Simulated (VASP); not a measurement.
# TiO2 (P4_2/mnm) in VASP: notebook, part 2 of 2

VASP 6.6.1.

## Step 5: Single point, PBE (10.82 Å³/atom)

This run uses another cell than the first one, of 10.82 Å³/atom.

Input file INCAR:

```
SYSTEM = TiO2
PREC = Accurate ; ENCUT = 520
EDIFF = 1E-6 ; ISMEAR = -1
SIGMA = 0.05 ; LREAL = .False.
LASPH = .True. ; NELM = 100
ALGO = Normal ; ISIF = 2
LWAVE = .False. ; LCHARG = .False.
GGA = PE ; NBANDS = 33
```

Input file KPOINTS:

```
Automatic mesh
0
Gamma
  7 7 10
  0 0 0
```

Input file POSCAR:

```
TiO2
1.0
    4.6544543012      0.0000000000      0.0000000000
    0.0000000000      4.6544543012      0.0000000000
    0.0000000000      0.0000000000      2.9979386759
Ti O
2 4
Direct
    0.0000000000      0.0000000000      0.0000000000
    0.5000000000      0.5000000000      0.5000000000
    0.3060000000      0.3060000000      0.0000000000
    0.1940000000      0.8060000000      0.5000000000
    0.6940000000      0.6940000000      0.0000000000
    0.8060000000      0.1940000000      0.5000000000
```

Potentials or basis: VASP PAW PBE potentials, release 64 (Ti_sv, O).

The run is started by

```bash
$ cat potpaw_PBE.64/Ti_sv/POTCAR potpaw_PBE.64/O/POTCAR > POTCAR
$ mpirun -np 1 vasp_std > vasp.out
```

OUTCAR:

```text
SYSTEM = TiO2
   PREC = Accurate
   ENCUT = 520
   EDIFF = 1E-6
   ISMEAR = -1
   LREAL = .False.
   LASPH = .True.
   NELM = 100
   ISIF = 2
   GGA = PE

 ion  position               nearest neighbor table
   1  0.000  0.000  0.000-   4 1.97   6 1.97   4 1.97   6 1.97   5 2.01   3 2.01
   2  0.500  0.500  0.500-   3 1.97   5 1.97   3 1.97   5 1.97   4 2.01   6 2.01
   3  0.306  0.306  0.000-   2 1.97   2 1.97   1 2.01
   4  0.194  0.806  0.500-   1 1.97   1 1.97   2 2.01
   5  0.694  0.694  0.000-   2 1.97   2 1.97   1 2.01
   6  0.806  0.194  0.500-   1 1.97   1 1.97   2 2.01

  LATTYP: Found a simple tetragonal cell.
 ALAT       =     4.6544543012
 C/A-ratio  =     0.6441010013

  Lattice vectors:

 A1 = (   4.6544543012,   0.0000000000,   0.0000000000)
 A2 = (   0.0000000000,   4.6544543012,   0.0000000000)
 A3 = (   0.0000000000,   0.0000000000,   2.9979386759)

Analysis of symmetry for initial positions (statically):
=====================================================================
 Subroutine PRICEL returns:
 Original cell was already a primitive cell.

 Routine SETGRP: Setting up the symmetry group for a
[... 182 lines left out ...]
 fundamental gap:      1.8122631753
 Fermi energy:         5.3130495185

 k-point     1 :       0.0000    0.0000    0.0000
  band No.  band energies     occupation
      1     -52.5982      2.00000
      2     -52.5844      2.00000
      3     -28.8717      2.00000
      4     -28.8717      2.00000
      5     -28.7299      2.00000
      6     -28.7299      2.00000
[... 853 lines left out ...]
     32       9.5454      0.00000
     33      10.4322      0.00000

 [... further k-points ...]

------------------------ aborting loop because EDIFF is reached ----------------------------------------

  FORCE on cell =-STRESS in cart. coord.  units (eV):
  Direction    XX          YY          ZZ          XY          YZ          ZX
  --------------------------------------------------------------------------------------
  -------------------------------------------------------------------------------------
  Total       -0.8158500     -0.8158500     -2.0145705      0.0000000      0.0000000      0.0000000
  in kB      -20.1261467    -20.1261467    -49.6972961      0.0000000      0.0000000      0.0000000
  external PRESSURE =     -29.9831965 kB  Pullay stress =       0.0000000 kB

 VOLUME and BASIS-vectors are now :
 -----------------------------------------------------------------------------
  energy-cutoff  :      520.00
  volume of cell :       64.95
      direct lattice vectors                 reciprocal lattice vectors
     4.654454301  0.000000000  0.000000000     0.214847958  0.000000000  0.000000000
     0.000000000  4.654454301  0.000000000     0.000000000  0.214847958  0.000000000
     0.000000000  0.000000000  2.997938676     0.000000000  0.000000000  0.333562527

 POSITION                                       TOTAL-FORCE (eV/Angst)
 -----------------------------------------------------------------------------------
      0.00000      0.00000      0.00000        -0.000000     -0.000000      0.000000
      2.32723      2.32723      1.49897        -0.000000     -0.000000      0.000000
      1.42426      1.42426      0.00000        -0.038892     -0.038892      0.000000
      0.90296      3.75149      1.49897         0.038892     -0.038892      0.000000
      3.23019      3.23019      0.00000         0.038892      0.038892     -0.000000
      3.75149      0.90296      1.49897        -0.038892      0.038892     -0.000000
 -----------------------------------------------------------------------------------
    total drift:                               -0.000000      0.000000      0.000000

  FREE ENERGIE OF THE ION-ELECTRON SYSTEM (eV)
  ---------------------------------------------------
  free  energy   TOTEN  =       -53.6658469637 eV

  energy  without entropy=      -53.6658469628  energy(sigma->0) =      -53.66584696
```

stdout:

```text
POSCAR found type information on POSCAR TiO
 POSCAR found :  2 types and       6 ions
 scaLAPACK will be used
 LDA part: xc-table for (Slater+PW92), standard interpolation
 POSCAR, INCAR and KPOINTS ok, starting setup
 FFT: planning ... GRIDC
 FFT: planning ... GRID_SOFT
 FFT: planning ... GRID
 WAVECAR not read
 entering main loop
```

Run time: 53 s. Hardware: 1 thread of Intel Xeon 6975P-C (Granite Rapids), shared host; peak memory 0.23 GiB.

Results:

- Free energy: -53.6658 eV
- Pressure: -3.0 GPa
- Largest force: 0.055 eV/Å
- Band gap on the k mesh: 1.81 eV

Forces on the atoms (eV/Å):
```
Ti   0.000  0.000  0.000
Ti   0.000  0.000  0.000
O   -0.039 -0.039  0.000
O    0.039 -0.039  0.000
O    0.039  0.039  0.000
O   -0.039  0.039  0.000
```

Levels at points of the mesh, in eV from the valence-band top:
```tsv
k point	band 21	band 22	band 23	band 24	band 25	band 26	band 27	band 28
(0.00, 0.00, 0.00)	-0.70	-0.42	-0.42	0.00	1.81	2.12	2.32	2.38
(0.00, 0.00, 0.50)	-2.19	-2.19	-1.39	-1.39	2.81	2.81	2.99	2.99
```

## Step 6: Summary

| cell | gap on the mesh (eV) | pressure (GPa) | largest force (eV/Å) |
| --- | --- | --- | --- |
| a = 4.500, b = 4.500, c = 2.899 Å, 6 atoms | 2.06 | 23.8 | 0.63 |
| a = 4.563, b = 4.563, c = 2.939 Å, 6 atoms | 1.96 | 11.4 | 0.38 |
| a = 4.609, b = 4.609, c = 2.969 Å, 6 atoms | 1.88 | 3.6 | 0.21 |
| a = 4.654, b = 4.654, c = 2.998 Å, 6 atoms | 1.81 | -3.0 | 0.06 |

Alike in all rows: task single point; level PBE; potentials or basis VASP PAW PBE potentials, release 64 (Ti_sv, O); no spin polarisation; k mesh 7 × 7 × 10; cutoff (eV) 520; smearing fermi-dirac 0.05 eV.

Caveats: the cell stands under pressure (at least some runs).

Total energies depend on the potentials used, so only differences within one code and one set of settings carry meaning.
